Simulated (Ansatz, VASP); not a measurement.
## One calculation of HF, two programs

Contents of INCAR:

```
  PREC = Accurate
  ENCUT = 520
  EDIFF = 1E-7
  ISMEAR = 0
  SIGMA = 0.02
  LREAL = F
  LASPH = T
  NELM = 60
  ALGO = Normal
  ISIF = 2
  LWAVE = F
  LCHARG = F
  GGA = PS
  NBANDS = 11
```

File KPOINTS:

```
regular mesh
0
Gamma
  14 14 14
```

Contents of POSCAR:

```
HF
1.0
    0.0000000000      2.3462376729      2.2433074489
    2.0748519301      0.0000000000      2.2433074489
    2.0748519301      2.3462376729      0.0000000000
H F
1 1
Direct
    0.0000000000      0.0000000000      0.0000000000
    0.5000000000      0.5000000000      0.5000000000
```

Input for Ansatz:

```yaml
crystal:
  lattice:
    - [0.0, 2.3462376729, 2.2433074489]
    - [2.0748519301, 0.0, 2.2433074489]
    - [2.0748519301, 2.3462376729, 0.0]
  atoms:
    - { symbol: H, position: [0.0, 0.0, 0.0] }
    - { symbol: F, position: [0.5, 0.5, 0.5] }
basis:
  ecutwfc: 420
kpoints:
  mp_grid: { grid: [14, 14, 14] }
hamiltonian:
  xc: pbesol
scf:
  occupations: { method: gaussian, width: 0.02 }
output:
  forces: true
  stress: true
  eigenvalues: true
  write_density: true
  write_potential: true
  elf: true
  volumetric_format: npy
```

Alike in both runs: task single point; functional PBEsol; k mesh 14 × 14 × 14; occupations gaussian, width 0.02 eV; no spin polarisation.

|  | VASP | Ansatz |
| --- | --- | --- |
| version | VASP 6.6.1 | Ansatz 0.2.0 |
| potentials or method | VASP PAW PBE potentials, release 64 (H, F), cutoff 520 eV | scalar-relativistic, plane waves, PAW |
| valence electrons in the cell | 8 | 8 |

Ansatz gave:

```
gap on the k mesh at the Fermi level (eV)                     : 0.50
least direct gap on the mesh (eV)                             : 0.50
pressure (GPa)                                                : -23.1
traceless stress, the component that is largest in VASP (GPa) : -9.50
```

Question: Which values does VASP return?

Answer: gap on the k mesh at the Fermi level (eV): 0.49; least direct gap on the mesh (eV): 0.49; pressure (GPa): -23.5; traceless stress, the component that is largest in VASP (GPa): -9.43.

VASP's potentials were made for PBE, not for PBEsol.
